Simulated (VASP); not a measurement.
# Tl2Cr (P6/mmm) in VASP: notebook

Runs on Tl2Cr. Level: PBE. Tasks: single point.

All numbers are computed with VASP 6.6.1; they aren't measurements. Logs are shortened: lines on timing, memory, paths and dates and some standing lists are left out, and cuts for length are marked.

## (1) The cell of the first run

Symmetry: P6/mmm, No. 191, hexagonal system. Conventional cell: a = 4.123 Å, b = 4.123 Å, c = 4.452 Å, α = 90.00°, β = 90.00°, γ = 120.00°. Cr (site symmetry 6/mmm) has 12 Tl at 3.26 Å and 8 Cr at 4.12 to 4.45 Å within 4.5 Å. Tl (site symmetry -6m2) has 3 Tl at 2.38 Å within 3.1 Å.

## (2) Single point, PBE, collinear spin, ferromagnetic start

The input, INCAR:

```
PREC = Accurate ; ENCUT = 520
EDIFF = 1E-6 ; ISMEAR = 0
SIGMA = 0.1 ; LREAL = False
LASPH = True ; NELM = 150
ALGO = Fast ; ISIF = 2
LWAVE = False ; LCHARG = False
ISPIN = 2 ; MAGMOM = 3 0 0
LORBIT = 11 ; LMAXMIX = 4
GGA = PE ; NBANDS = 30
```

The input, KPOINTS:

```
regular mesh
0
Gamma
  6 6 4
```

The input, POSCAR:

```
Tl2Cr
1.0
    4.1231473068      0.0000000000      0.0000000000
   -2.0615736534      3.5707503112      0.0000000000
    0.0000000000      0.0000000000      4.4519032382
Cr Tl
1 2
Direct
    0.0000000000      0.0000000000      0.0000000000
    0.3333333333      0.6666666667      0.5000000000
    0.6666666667      0.3333333333      0.5000000000
```

Potentials or basis: VASP PAW PBE potentials, release 64 (Cr_pv, Tl_d).

Run with:

```sh
$ cat potpaw_PBE.64/Cr_pv/POTCAR potpaw_PBE.64/Tl_d/POTCAR > POTCAR
$ mpirun -np 1 vasp_std > vasp.out
```

OUTCAR:

```text
PREC = Accurate
   ENCUT = 520
   EDIFF = 1E-6
   ISMEAR = 0
   LREAL = False
   LASPH = True
   NELM = 150
   ISIF = 2
   ISPIN = 2
   LORBIT = 11
   GGA = PE

 ion  position               nearest neighbor table
   1  0.000  0.000  0.000-   2 3.26   3 3.26   2 3.26   3 3.26   2 3.26   2 3.26   3 3.26   3 3.26
                             3 3.26   3 3.26   2 3.26   2 3.26
   2  0.333  0.667  0.500-   3 2.38   3 2.38   3 2.38   1 3.26   1 3.26   1 3.26   1 3.26   1 3.26
                             1 3.26
   3  0.667  0.333  0.500-   2 2.38   2 2.38   2 2.38   1 3.26   1 3.26   1 3.26   1 3.26   1 3.26
                             1 3.26

  LATTYP: Found a hexagonal cell.
 ALAT       =     4.1231473068
 C/A-ratio  =     1.0797342193

  Lattice vectors:

 A1 = (   4.1231473068,   0.0000000000,   0.0000000000)
 A2 = (  -2.0615736534,   3.5707503112,   0.0000000000)
 A3 = (   0.0000000000,   0.0000000000,   4.4519032382)

Analysis of symmetry for initial positions (statically):
=====================================================================
 Subroutine PRICEL returns:
 Original cell was already a primitive cell.

 Routine SETGRP: Setting up the symmetry group for a
 hexagonal supercell.

 Subroutine GETGRP returns: Found 24 space group operations
 (whereof 24 operations were pure point group operations)
 out of a pool of 24 trial point group operations.

The static configuration has the point symmetry D_6h.

Analysis of symmetry for dynamics (positions and initial velocities):
=====================================================================
 Subroutine PRICEL returns:
 Original cell was already a primitive cell.

 Routine SETGRP: Setting up the symmetry group for a
 hexagonal supercell.

 Subroutine GETGRP returns: Found 24 space group operations
 (whereof 24 operations were pure point group operations)
 out of a pool of 24 trial point group operations.

The dynamic configuration has the point symmetry D_6h.

Analysis of structural, dynamic, and magnetic symmetry:
=====================================================================
 Subroutine PRICEL returns:
 Original cell was already a primitive cell.

 Routine SETGRP: Setting up the symmetry group for a
 hexagonal supercell.

[... 122 lines left out ...]
     AMIX_MAG =   1.60;   BMIX_MAG =  1.00
  volume/ion in A,a.u.               =      21.85       147.44
  Fermi-wavevector in a.u.,A,eV,Ry     =   1.365080  2.579627 25.353676  1.863443
  Thomas-Fermi vector in A             =   2.491339
   LORBIT       =     11    0 simple, 1 ext, 2 COOP (PROOUT), +10 PAW based schemes
   GGA     = PE    functional components
   LHFCALC =     F    Hartree Fock is set to
   AEXX    =    0.0000 exact exchange contribution
   IVDW    =     0    specifies the selected vdW correction
   LEPSILON=     F    determine dielectric tensor
   LRPA    =     F    only Hartree local field effects (RPA)
 spin polarized calculation
 RMM-DIIS sequential band-by-band and
 Gauss-broadening in eV      SIGMA  =   0.10
  energy-cutoff  :      520.00
  volume of cell :       65.54
 maximum number of plane-waves:      1782
 NGX is ok and might be reduce to    32
   NGX = 15   NGY = 15   NGZ = 17

 number of electron      38.0000009 magnetization       4.2261291

 Free energy of the ion-electron system (eV)
  ---------------------------------------------------
  ext. energy  EPLUGINS =         0.00000000
  ---------------------------------------------------
  free energy    TOTEN  =        -7.54510779 eV

  energy without entropy =       -7.53261284  energy(sigma->0) =       -7.53886032

 E-fermi :   8.3167     XC(G=0): -10.9345

 val. band max:        8.2734875943   @ k =   0.3333   0.1667   0.0000
 cond. band min:       8.3200723012   @ k =   0.3333   0.1667   0.2500
 fundamental gap:      0.0465847069
 Fermi energy:         8.3167267033

 spin component 1

 k-point     1 :       0.0000    0.0000    0.0000
  band No.  band energies     occupation
      1     -35.5561      1.00000
      2     -35.5510      1.00000
      3     -35.5510      1.00000
      4      -6.3028      1.00000
      5      -5.3198      1.00000
      6      -5.3198      1.00000
[... 682 lines left out ...]
     29      19.0343      0.00000
     30      19.0343      0.00000
 Fermi energy:         8.3167267033

 spin component 2

 k-point     1 :       0.0000    0.0000    0.0000
  band No.  band energies     occupation
      1     -31.6860      1.00000
      2     -31.6498      1.00000
      3     -31.6498      1.00000
      4      -6.3214      1.00000
      5      -5.3309      1.00000
      6      -5.3309      1.00000
[... 682 lines left out ...]
     29      20.0510      0.00000
     30      20.5277      0.00000

------------------------ aborting loop because EDIFF is reached ----------------------------------------

  FORCE on cell =-STRESS in cart. coord.  units (eV):
  Direction    XX          YY          ZZ          XY          YZ          ZX
  --------------------------------------------------------------------------------------
  -------------------------------------------------------------------------------------
  Total       23.6013567     23.6013567     -0.9658716      0.0000000     -0.0000000     -0.0000000
  in kB      576.9172193    576.9172193    -23.6099973      0.0000000     -0.0000000     -0.0000000
  external PRESSURE =     376.7414804 kB  Pullay stress =       0.0000000 kB

 VOLUME and BASIS-vectors are now :
 -----------------------------------------------------------------------------
  energy-cutoff  :      520.00
  volume of cell :       65.54
      direct lattice vectors                 reciprocal lattice vectors
     4.123147307  0.000000000  0.000000000     0.242533173  0.140026593  0.000000000
    -2.061573653  3.570750311  0.000000000     0.000000000  0.280053186  0.000000000
     0.000000000  0.000000000  4.451903238     0.000000000  0.000000000  0.224623031

 POSITION                                       TOTAL-FORCE (eV/Angst)
 -----------------------------------------------------------------------------------
      0.00000      0.00000      0.00000         0.000000      0.000000      0.000000
     -0.00000      2.38050      2.22595         0.000000      0.000000     -0.000000
      2.06157      1.19025      2.22595        -0.000000      0.000000      0.000000
 -----------------------------------------------------------------------------------
    total drift:                                0.000000      0.000000      0.000000

  FREE ENERGIE OF THE ION-ELECTRON SYSTEM (eV)
  ---------------------------------------------------
  free  energy   TOTEN  =        -7.5451077926 eV

  energy  without entropy=       -7.5326128435  energy(sigma->0) =       -7.53886032

 total charge

# of ion       s       p       d       tot
------------------------------------------
    1        0.182   6.082   4.200  10.465
    2        1.101   1.004   9.713  11.817
    3        1.101   1.004   9.713  11.817
--------------------------------------------------
tot          2.383   8.090  23.626  34.099

 magnetization (x)

# of ion       s       p       d       tot
------------------------------------------
    1        0.059   0.014   3.855   3.928
    2        0.006  -0.068   0.014  -0.048
    3        0.006  -0.068   0.014  -0.048
--------------------------------------------------
tot          0.070  -0.121   3.882   3.831
```

stdout:

```text
POSCAR found type information on POSCAR CrTl
 POSCAR found :  2 types and       3 ions
 scaLAPACK will be used
 LDA part: xc-table for (Slater+PW92), standard interpolation
 POSCAR, INCAR and KPOINTS ok, starting setup
 FFT: planning ... GRIDC
 FFT: planning ... GRID_SOFT
 FFT: planning ... GRID
 WAVECAR not read
 entering main loop
```

Wall time 2 min (1 thread of AMD EPYC 7R43 (Zen 3), shared host); peak memory 0.21 GiB.

Results:

```yaml
Free_energy: -7.5451 eV
Pressure: 37.7 GPa
Net_moment: 4.23 μB per cell
Site_moments: Cr +3.93; Tl -0.05 μB
Valence_electrons_inside_the_program's_atomic_spheres: Cr 10.46; Tl 11.82
```

Caveat: the stress differs along the axes, from -2 to 58 GPa; an empty level that is flat over the whole mesh can mark a ghost state of the potentials, or a narrow d or f band; spin-orbit coupling is left out, which moves the levels of the heavy elements.

## (3) Single point, PBE, collinear spin, ferromagnetic start

This run uses another cell than the first one, of 25.77 Å³/atom.

The input, INCAR:

```
SYSTEM = Tl2Cr
ALGO     = Fast           ! electronic algorithm
EDIFF    = 1E-6           ! SCF threshold, eV
ENCUT    = 520            ! plane-wave cutoff, eV
GGA      = PE             ! functional
ISIF     = 2              ! what is computed and relaxed
ISMEAR   = 0              ! smearing method
ISPIN    = 2              ! spin polarisation
LASPH    = .True.         ! aspherical terms in the spheres
LCHARG   = .False.        ! write CHGCAR
LMAXMIX  = 4              ! l up to which the mixer works
LORBIT   = 11             ! projections on sites
LREAL    = .False.        ! projectors in reciprocal space
LWAVE    = .False.        ! write WAVECAR
MAGMOM   = 4.53 0 0       ! initial moments
NBANDS   = 30             ! bands
NELM     = 150            ! most SCF steps
PREC     = Accurate       ! precision mode
SIGMA    = 0.1            ! smearing width, eV
```

The input, KPOINTS:

```
k-points
0
Gamma
  6 6 4
  0 0 0
```

The input, POSCAR:

```
Tl2Cr
1.0
    5.3648501801      0.0000000000      0.0000000000
   -2.6824250901      4.6460965435      0.0000000000
    0.0000000000      0.0000000000      3.1016768423
Cr Tl
1 2
Direct
    0.0000000000      0.0000000000      0.0000000000
    0.3333333333      0.6666666667      0.5000000000
    0.6666666667      0.3333333333      0.5000000000
```

Potentials or basis: VASP PAW PBE potentials, release 64 (Cr_pv, Tl_d).

Run with:

```sh
$ cat potpaw_PBE.64/Cr_pv/POTCAR potpaw_PBE.64/Tl_d/POTCAR > POTCAR
$ mpirun -np 1 vasp_std > vasp.out
```

It took 1.9 min on 1 thread of AMD EPYC 7R43 (Zen 3), shared host; peak memory 0.22 GiB.

Results (log left out):

- Free energy: -12.1131 eV
- Pressure: 0.1 GPa
- Net moment: 4.35 μB per cell
- Site moments: Cr +3.99; Tl -0.03 μB
- Valence electrons inside the program's atomic spheres: Cr 10.42; Tl 11.26

Stress tensor (GPa, compression positive):
```
 0.15  0.00  0.00
 0.00  0.15  0.00
 0.00  0.00 -0.09
```

Levels at points of the mesh, in eV from the Fermi level:
Spin up:
```csv
k point,band 18,band 19,band 20,band 21,band 22,band 23,band 24,band 25
"(0.00, 0.00, 0.00)",-2.29,-0.63,-0.63,0.65,0.65,0.73,0.95,0.95
"(0.50, 0.00, 0.00)",-1.60,-1.31,-0.66,-0.63,-0.60,4.32,5.19,6.06
"(0.00, 0.00, 0.50)",-1.05,-1.05,-0.71,0.12,1.55,2.19,2.19,2.95
"(0.50, 0.00, 0.50)",-1.90,-1.01,-0.96,-0.91,0.62,0.80,2.05,2.91
```
Spin down:
```
           k point  band 15  band 16  band 17  band 18  band 19  band 20
(0.00, 0.00, 0.00)    -4.09    -1.35    -1.35     0.29     1.22     1.22
(0.50, 0.00, 0.00)    -7.14    -2.28    -1.90     1.41     1.75     2.77
(0.00, 0.00, 0.50)    -3.36    -0.77     1.08     1.08     1.45     2.03
(0.50, 0.00, 0.50)    -3.83    -1.94    -0.99    -0.36     1.45     2.12
```

Caveat: the k points lie up to 0.51 Å⁻¹ apart; spin-orbit coupling is left out, which moves the levels of the heavy elements.
